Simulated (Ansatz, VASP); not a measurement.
One calculation of InAs, two programs

The input INCAR:

```
SYSTEM = InAs
PREC = Accurate ; ENCUT = 520
EDIFF = 1E-7 ; ISMEAR = -1
SIGMA = 0.1 ; LREAL = .FALSE.
LASPH = .TRUE. ; NELM = 100
ALGO = Normal ; ISIF = 2
LWAVE = .FALSE. ; LCHARG = .TRUE.
GGA = CA ; LELF = .TRUE.
LVHAR = .TRUE. ; NBANDS = 16
```

KPOINTS

```
Automatic mesh
0
G
  13 13 13
  0 0 0
```

POSCAR

```
InAs
1.0
    0.0000000000      2.4140098864      2.4140098864
    2.4140098864      0.0000000000      2.4140098864
    2.4140098864      2.4140098864      0.0000000000
In As
1 1
Direct
    0.0000000000      0.0000000000      0.0000000000
    0.5000000000      0.5000000000      0.5000000000
```

Input for Ansatz:

```yaml
crystal:
  lattice:
    - [0.0, 2.4140098864, 2.4140098864]
    - [2.4140098864, 0.0, 2.4140098864]
    - [2.4140098864, 2.4140098864, 0.0]
  atoms:
    - { symbol: In, position: [0.0, 0.0, 0.0] }
    - { symbol: As, position: [0.5, 0.5, 0.5] }
kpoints:
  mp_grid: { grid: [13, 13, 13] }
scf:
  occupations: { method: fermi_dirac, width: 0.1 }
hamiltonian:
  xc: lda
  pseudopotentials: { kind: all_electron, lapw: { basis_error: 0.001 } }
output:
  forces: true
  stress: true
  eigenvalues: true
  populations: true
```

Change from the starting cell: volume scaled by 0.64, LAPW.

Alike in both runs: task single point; functional LDA; k mesh 13 × 13 × 13; occupations fermi-dirac, width 0.1 eV; no spin polarisation.

|  | VASP | Ansatz |
| --- | --- | --- |
| version | VASP 6.6.1 | Ansatz 0.2.0 |
| potentials or method | VASP PAW LDA potentials, release 64 (In_d, As), cutoff 520 eV | all-electron LAPW, scalar-relativistic |

```tsv
	VASP	Ansatz	Ansatz less VASP
pressure (GPa)	100.1	98.3	-1.85
```

LDA's correlation is that of Perdew and Zunger in VASP and of Perdew and Wang (1992) in Ansatz. Both programs put the cell under a high pressure, so it lies far from rest at this level. Ansatz ran all-electron here, and VASP with PAW potentials.

Noted on VASP's run: the cell as given lies far from equilibrium.
